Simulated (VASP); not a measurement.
# TaN (P-6m2) in VASP: notebook, part 2 of 2

VASP 6.6.1. The steps go on from the part before.

## 3. Single point, PBEsol

This run uses another cell than the first one, of 10.11 Å³/atom, 1.003 times its volume.

Contents of INCAR:

```
PREC     = Accurate       # precision mode
ENCUT    = 520            # plane-wave cutoff, eV
EDIFF    = 1E-6           # SCF threshold, eV
ISMEAR   = 0              # smearing method
SIGMA    = 0.15           # smearing width, eV
LREAL    = F              # projectors in reciprocal space
LASPH    = T              # aspherical terms in the spheres
NELM     = 60             # most SCF steps
ALGO     = Normal         # electronic algorithm
ISIF     = 2              # what is computed and relaxed
LWAVE    = F              # write WAVECAR
LCHARG   = T              # write CHGCAR
GGA      = PS             # functional
LELF     = T              # ELF
LVHAR    = T            
NBANDS   = 15             # bands
```

Contents of KPOINTS:

```
regular mesh
0
Gamma
  18 18 16
```

Contents of POSCAR:

```
TaN
1.0
    2.8875000000      0.0000000000      0.0000000000
   -1.4437500000      2.5006483534      0.0000000000
    0.0000000000      0.0000000000      2.7990000000
Ta N
1 1
Direct
    0.3333333333      0.6666666667      0.5000000000
    0.0000000000      0.0000000000      0.0000000000
```

Potentials or basis: VASP PAW PBE potentials, release 64 (Ta_pv, N).

Run with:

```bash
$ cat potpaw_PBE.64/Ta_pv/POTCAR potpaw_PBE.64/N/POTCAR > POTCAR
$ mpirun -np 1 vasp_std > vasp.out
```

It took 28 s on 1 thread of Intel Xeon 6975P-C (Granite Rapids), shared host; peak memory 0.22 GiB.

The run converged. Its results:

| Quantity | Value |
| --- | --- |
| Free energy | -23.7269 eV |
| Pressure | 22.0 GPa |
| Band gap on the k mesh | zero (band 8 reaches 9.09 eV, above the bottom of band 9 at 8.67 eV) |

Stress tensor (GPa, compression positive):
```
18.06  0.00  0.00
 0.00 18.06  0.00
 0.00  0.00 30.03
```

Levels at points of the mesh, in eV from the Fermi level:
| k point | band 5 | band 6 | band 7 | band 8 | band 9 | band 10 | band 11 | band 12 |
| --- | --- | --- | --- | --- | --- | --- | --- | --- |
| (0.00, 0.00, 0.00) | -4.92 | -4.92 | -4.48 | -2.86 | 2.64 | 4.02 | 4.02 | 4.43 |
| (0.50, 0.00, 0.00) | -8.65 | -5.37 | -3.74 | -3.31 | 3.35 | 4.35 | 5.71 | 5.73 |
| (0.00, 0.00, 0.50) | -9.74 | -4.05 | -4.05 | -0.08 | -0.08 | 2.86 | 3.44 | 3.44 |
| (0.50, 0.00, 0.50) | -7.69 | -6.39 | -6.13 | -0.12 | 4.66 | 5.83 | 6.81 | 7.72 |

Caveat: the PAW data sets were made with another functional, which shifts forces and pressure a little; spin-orbit coupling is left out, which moves the levels of the heavy elements.

## 4. Single point, PBEsol

This run uses another cell than the first one, of 10.89 Å³/atom, 1.082 times its volume.

Contents of INCAR:

```
ALGO     = Normal         # electronic algorithm
EDIFF    = 1E-7           # SCF threshold, eV
ENCUT    = 520            # plane-wave cutoff, eV
GGA      = PS             # functional
ISIF     = 2              # what is computed and relaxed
ISMEAR   = 0              # smearing method
LASPH    = True           # aspherical terms in the spheres
LCHARG   = True           # write CHGCAR
LELF     = True           # ELF
LREAL    = False          # projectors in reciprocal space
LVHAR    = True         
LWAVE    = False          # write WAVECAR
NBANDS   = 15             # bands
NELM     = 60             # most SCF steps
PREC     = Accurate       # precision mode
SIGMA    = 0.15           # smearing width, eV
```

Contents of KPOINTS:

```
k-points
0
Gamma
  18 18 16
```

Contents of POSCAR:

```
TaN
1.0
    2.9240351141      0.0000000000      0.0000000000
   -1.4620175570      2.5322886904      0.0000000000
    0.0000000000      0.0000000000      2.9425000000
Ta N
1 1
Direct
    0.3333333333      0.6666666667      0.5000000000
    0.0000000000      0.0000000000      0.0000000000
```

Run with:

```bash
$ cat potpaw_PBE.64/Ta_pv/POTCAR potpaw_PBE.64/N/POTCAR > POTCAR
$ mpirun -np 1 vasp_std > vasp.out
```

Run time: 35 s. Hardware: 1 thread of Intel Xeon 6975P-C (Granite Rapids), shared host; peak memory 0.23 GiB.

Results (log left out):

* Free energy: -23.7756 eV
* Pressure: -8.3 GPa
* Band gap on the k mesh: zero (band 8 reaches 8.32 eV, above the bottom of band 9 at 7.84 eV)

Stress tensor (GPa, compression positive):
```
 -2.94   0.00   0.00
  0.00  -2.94   0.00
  0.00   0.00 -19.00
```

Levels at points of the mesh, in eV from the Fermi level:
| k point | band 4 | band 5 | band 6 | band 7 | band 8 | band 9 | band 10 | band 11 | band 12 | band 13 |
| --- | --- | --- | --- | --- | --- | --- | --- | --- | --- | --- |
| (0.00, 0.00, 0.00) | -17.58 | -4.27 | -4.27 | -4.21 | -3.00 | 2.39 | 3.45 | 3.45 | 3.92 | 3.92 |
| (0.50, 0.00, 0.00) | -15.23 | -8.17 | -5.31 | -3.43 | -2.96 | 2.88 | 4.24 | 5.05 | 5.44 | 7.24 |
| (0.00, 0.00, 0.50) | -15.02 | -9.29 | -3.45 | -3.45 | -0.09 | -0.09 | 2.08 | 3.48 | 3.48 | 8.22 |
| (0.50, 0.00, 0.50) | -15.56 | -7.21 | -6.14 | -5.41 | -0.43 | 4.12 | 5.47 | 5.79 | 7.07 | 9.98 |

Caveat: the PAW data sets were made with another functional, which shifts forces and pressure a little; spin-orbit coupling is left out, which moves the levels of the heavy elements.

## 5. Single point, PBEsol

This run uses another cell than the first one, of 10.90 Å³/atom, 1.082 times its volume.

Contents of INCAR:

```
ALGO = Normal
EDIFF = 1E-7
ENCUT = 520
GGA = PS
ISIF = 2
ISMEAR = 0
LASPH = True
LCHARG = True
LELF = True
LREAL = False
LVHAR = True
LWAVE = False
NBANDS = 15
NELM = 80
PREC = Accurate
SIGMA = 0.15
```

KPOINTS is that of step 4.

Contents of POSCAR:

```
TaN
1.0
    2.9606000000      0.0000000000      0.0000000000
   -1.4803000000      2.5639548105      0.0000000000
    0.0000000000      0.0000000000      2.8707423432
Ta N
1 1
Direct
    0.3333333333      0.6666666667      0.5000000000
    0.0000000000      0.0000000000      0.0000000000
```

Potentials or basis: VASP PAW PBE potentials, release 64 (Ta_pv, N).

Run with:

```bash
$ cat potpaw_PBE.64/Ta_pv/POTCAR potpaw_PBE.64/N/POTCAR > POTCAR
$ mpirun -np 1 vasp_std > vasp.out
```

OUTCAR:

```text
EDIFF = 1E-7
   ENCUT = 520
   GGA = PS
   ISIF = 2
   ISMEAR = 0
   LASPH = True
   LREAL = False
   NELM = 80
   PREC = Accurate

 ion  position               nearest neighbor table
   1  0.333  0.667  0.500-   2 2.23   2 2.23   2 2.23   2 2.23   2 2.23   2 2.23
   2  0.000  0.000  0.000-   1 2.23   1 2.23   1 2.23   1 2.23   1 2.23   1 2.23

  LATTYP: Found a hexagonal cell.
 ALAT       =     2.9606000000
 C/A-ratio  =     0.9696488358

  Lattice vectors:

 A1 = (   2.9606000000,   0.0000000000,   0.0000000000)
[... 611 lines left out ...]
     11      12.4188      0.00000
     12      13.9779      0.00000
     13      16.4189      0.00000
     14      19.8423      0.00000
     15      21.3362      0.00000

 [... further k-points ...]
[... 5 lines left out ...]
  --------------------------------------------------------------------------------------
  -------------------------------------------------------------------------------------
  Total       -1.3346466     -1.3346466     -0.3835658      0.0000000     -0.0000000      0.0000000
  in kB      -98.1279069    -98.1279069    -28.2011047      0.0000000     -0.0000000      0.0000000
  external PRESSURE =     -74.8189728 kB  Pullay stress =       0.0000000 kB

 VOLUME and BASIS-vectors are now :
 -----------------------------------------------------------------------------
  energy-cutoff  :      520.00
  volume of cell :       21.79
      direct lattice vectors                 reciprocal lattice vectors
     2.960600000  0.000000000  0.000000000     0.337769371  0.195011237  0.000000000
    -1.480300000  2.563954810  0.000000000     0.000000000  0.390022475  0.000000000
     0.000000000  0.000000000  2.870742343     0.000000000  0.000000000  0.348341955

 POSITION                                       TOTAL-FORCE (eV/Angst)
 -----------------------------------------------------------------------------------
     -0.00000      1.70930      1.43537         0.000000      0.000000      0.000000
      0.00000      0.00000      0.00000        -0.000000     -0.000000      0.000000
 -----------------------------------------------------------------------------------
    total drift:                                0.000000     -0.000000     -0.000000

  FREE ENERGIE OF THE ION-ELECTRON SYSTEM (eV)
  ---------------------------------------------------
  free  energy   TOTEN  =       -23.7907941217 eV

  energy  without entropy=      -23.7900610132  energy(sigma->0) =      -23.79042757
```

It took 37 s on 1 thread of Intel Xeon 6975P-C (Granite Rapids), shared host; peak memory 0.23 GiB.

Results:

```
Free energy            : -23.7908 eV
Pressure               : -7.5 GPa
Band gap on the k mesh : zero (band 8 reaches 8.28 eV, above the bottom of band 9 at 7.89 eV)
```

Stress tensor (GPa, compression positive):
```
-9.81  0.00  0.00
 0.00 -9.81  0.00
 0.00  0.00 -2.82
```

Levels at points of the mesh, in eV from the Fermi level:
```
           k point  band 6  band 7  band 8  band 9  band 10  band 11
(0.00, 0.00, 0.00)   -4.58   -4.12   -2.80    2.06     3.64     3.64
(0.50, 0.00, 0.00)   -5.01   -3.42   -3.18    3.02     3.90     5.16
(0.00, 0.00, 0.50)   -3.78   -3.78   -0.06   -0.06     2.60     3.21
(0.50, 0.00, 0.50)   -6.12   -5.69   -0.30    4.09     5.23     6.09
```

Caveat: the PAW data sets were made with another functional, which shifts forces and pressure a little; spin-orbit coupling is left out, which moves the levels of the heavy elements.

## 6. The runs side by side

| cell | gap on the mesh (eV) | pressure (GPa) |
| --- | --- | --- |
| a = 2.778, b = 2.778, c = 3.014 Å, angles 90.0, 90.0, 120.0°, 2 atoms | none | 21.8 |
| a = 2.888, b = 2.887, c = 2.799 Å, angles 90.0, 90.0, 120.0°, 2 atoms | none | 22.0 |
| a = 2.924, b = 2.924, c = 2.942 Å, angles 90.0, 90.0, 120.0°, 2 atoms | none | -8.3 |
| a = 2.961, b = 2.961, c = 2.871 Å, angles 90.0, 90.0, 120.0°, 2 atoms | none | -7.5 |

Alike in all rows: task single point; level PBEsol; potentials or basis VASP PAW PBE potentials, release 64 (Ta_pv, N); no spin polarisation; k mesh 18 × 18 × 16; cutoff (eV) 520; smearing gaussian 0.15 eV.

Caveats: the PAW data sets were made with another functional, which shifts forces and pressure a little; spin-orbit coupling is left out, which moves the levels of the heavy elements.

Absolute energies hang on the potentials; compare differences alone.
